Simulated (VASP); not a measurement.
A run of VASP 6.6.1:

File INCAR:

```
ALGO = Normal ; EDIFF = 1E-6
EDIFFG = -0.04 ; ENCUT = 600
GGA = PE ; IBRION = 2
ISIF = 3 ; ISMEAR = 0
LASPH = True ; LCHARG = False
LREAL = False ; LWAVE = False
NELM = 100 ; NSW = 90
PREC = Accurate ; SIGMA = 0.1
```

KPOINTS

```
k-points
0
Gamma
  6 6 4
```

Contents of POSCAR:

```
Mg3NbO2
1.0
    4.7412716900      0.0000000000      0.0000000000
   -2.3706358500      4.1060617300      0.0000000000
    0.0000000000      0.0000000000      4.2129304000
Mg Nb O
3 1 2
Direct
    0.5197700900      0.4802299100      0.5000000000
    0.5197700900      0.0395401900      0.5000000000
    0.9604598100      0.4802299100      0.5000000000
    0.3333333300      0.6666666700      0.0000000000
    0.3333333300      0.6666666700      0.5000000000
    0.0000000000      0.0000000000      0.0000000000
```

Potentials or basis: VASP PAW PBE potentials, release 64 (Mg, Nb_sv, O).

Run with:

```sh
$ cat potpaw_PBE.64/Mg/POTCAR potpaw_PBE.64/Nb_sv/POTCAR potpaw_PBE.64/O/POTCAR > POTCAR
$ mpirun -np 1 vasp_std > vasp.out
```

Hardware: 1 thread of Intel(R) Xeon(R) Platinum 8559C (Emerald Rapids), with other jobs on the host.

**Question.** Estimate the wall time of this run.

**Answer.** It took 12 min on 1 thread of Intel(R) Xeon(R) Platinum 8559C (Emerald Rapids) (shared host), peak memory 0.26 GiB. Counts: scf iterations 205, k points 21, ion steps 14.
